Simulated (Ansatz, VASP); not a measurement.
## Two plane-wave programs on SrCl2

```
Sr Cl
1.0
     0.00000    3.49772    3.49772
     3.49772    0.00000    3.49772
     3.49772    3.49772    0.00000
Sr Cl
1 2
Direct
  0.00000 0.00000 0.00000
  0.25000 0.25000 0.25000
  0.75000 0.75000 0.75000
```

Alike in both runs: task single point; functional PBEsol; k mesh 8 × 8 × 8; no spin polarisation.

```csv
,VASP,Ansatz
version,VASP 6.6.1,Ansatz 0.2.0
potentials or method,"VASP PAW PBE potentials, release 64 (Sr_sv, Cl)","plane waves, PAW"
plane-wave cutoff (eV),520,420
occupations,"gaussian, width 0.01 eV",fixed
valence electrons in the cell,24,24
```

```tsv
	VASP	Ansatz	Ansatz less VASP
gap on the k mesh at the Fermi level (eV)	5.10	5.11	+0.010
```

VASP's potentials were made for PBE, not for PBEsol.
